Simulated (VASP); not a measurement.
**NdHf: single point with PBE**

The system is NdHf.

```
CELL_PARAMETERS angstrom
3.38501 0.00000 0.00000
-1.69250 2.93150 0.00000
0.00000 0.00000 5.54697
ATOMIC_POSITIONS crystal
Nd 0.00000 0.00000 0.50000
Hf 0.66667 0.33333 0.00000
```

- Program: VASP 6.6.1
- Task: single point
- Functional: PBE
- Potentials or basis: VASP PAW PBE potentials, release 64 (Nd, Hf_pv)
- Cutoff: 520 eV
- k mesh: 7 × 7 × 4
- Occupations: gaussian, width 0.2 eV
- Spin: no spin polarisation
- Dipole correction: no
- Further INCAR settings: ALGO = Normal; EDIFF = 1e-06; NBANDS = 19

The pressure is -7.0 GPa. The band gap on the k mesh is zero (band 12 reaches 4.90 eV, above the bottom of band 13 at 4.76 eV).

Stress tensor (GPa, compression positive):
```
-7.77  0.00  0.00
 0.00 -7.77  0.00
 0.00  0.00 -5.60
```

Levels at points of the mesh, in eV from the Fermi level:
| k point | band 8 | band 9 | band 10 | band 11 | band 12 | band 13 | band 14 | band 15 | band 16 | band 17 |
| --- | --- | --- | --- | --- | --- | --- | --- | --- | --- | --- |
| (0.00, 0.00, 0.00) | -5.51 | -2.07 | -0.24 | -0.04 | 0.10 | 0.10 | 0.24 | 0.24 | 0.60 | 1.55 |
| (0.00, 0.00, 0.50) | -4.40 | -2.43 | -0.29 | -0.22 | 0.14 | 0.14 | 0.29 | 0.29 | 0.55 | 0.70 |

Wall time 81 s on 1 thread of AMD EPYC 7R13 Processor (Zen 3), with other jobs on the host, peak memory 0.17 GiB.

Caveat: spin-orbit coupling is left out, which moves the levels of the heavy elements; without U or exact exchange the open f shell lies at the Fermi level, which spoils levels, moments and volumes. Spin polarisation is off, so any magnetic state and its effect on volume and gap are missing.
